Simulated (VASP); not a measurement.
A run of VASP 6.6.1:

Contents of INCAR:

```
ALGO     = Fast           # electronic algorithm
EDIFF    = 1E-6           # SCF threshold, eV
ENCUT    = 520            # plane-wave cutoff, eV
GGA      = PS             # functional
ISIF     = 2              # what is computed and relaxed
ISMEAR   = 0              # smearing method
LASPH    = T              # aspherical terms in the spheres
LCHARG   = F              # write CHGCAR
LREAL    = F              # projectors in reciprocal space
LUSENCCL = F            
LWAVE    = F              # write WAVECAR
NBANDS   = 66             # bands
NELM     = 100            # most SCF steps
PREC     = Accurate       # precision mode
SIGMA    = 0.15           # smearing width, eV
```

Contents of KPOINTS:

```
k-points
0
Gamma
  8 8 8
```

The input POSCAR:

```
W
1.0
    5.0320434148      0.0000000000      0.0000000000
    0.0000000000      5.0320434148      0.0000000000
    0.0000000000      0.0000000000      5.0320434148
W
8
Direct
    0.0038347446      0.0000000000      0.0000000000
    0.5038347446      0.5000000000      0.5000000000
    0.0070253168      0.5000000000      0.2500000000
    0.0070253168      0.5000000000      0.7500000000
    0.2321146217      0.0000000000      0.5000000000
    0.7321146217      0.0000000000      0.5000000000
    0.5070253168      0.7500000000      0.0000000000
    0.5070253168      0.2500000000      0.0000000000
```

Potentials or basis: VASP PAW PBE potentials, release 64 (W_sv).

Run with:

```console
$ cat potpaw_PBE.64/W_sv/POTCAR > POTCAR
$ mpirun -np 1 vasp_std > vasp.out
```

Hardware: 1 × NVIDIA H100 80GB with 1 thread of AMD EPYC 7R13 Processor (Zen 3), on a shared host.

Problem. How long does it take, and how much memory?

Solution. Run time: 8.2 min on 1 × NVIDIA H100 80GB with 1 thread of AMD EPYC 7R13 Processor (Zen 3) (shared host), peak memory 1.6 GiB. Counts: scf iterations 15, k points 75.
